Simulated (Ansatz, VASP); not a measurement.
# Ta: VASP beside Ansatz

```
Ta
1.0
     2.90037    0.00000    0.00000
    -1.45019    2.51180    0.00000
     0.00000    0.00000    5.16627
Ta
2
Direct
  0.33333 0.66667 0.25000
  0.66667 0.33333 0.75000
```

Alike in both runs: functional PBEsol; k mesh 8 × 8 × 4; occupations fermi-dirac, width 0.05 eV; non-collinear spin, spin-orbit coupling.

|  | VASP | Ansatz |
| --- | --- | --- |
| version | VASP 6.6.1 | Ansatz 0.2.0 |
| potentials or method | VASP PAW PBE potentials, release 64 (Ta_pv) | Ansatz PAW |
| plane-wave cutoff (eV) | 520 | 420 |
| valence electrons in the cell | 22 | 26 |
| task | single point | band structure |

```tsv
	VASP	Ansatz	Ansatz less VASP
pressure (GPa)	-7.2	-7.3	-0.13
traceless stress, the component that is largest in VASP (GPa)	-0.41	-0.43	-0.019
net moment per atom (μB)	0.00	0.00	0.000
```

VASP's potentials were made for PBE, not for PBEsol. VASP's potentials hold 22 valence electrons a cell and Ansatz's 26, so a difference there can come from the potentials and not from the codes.
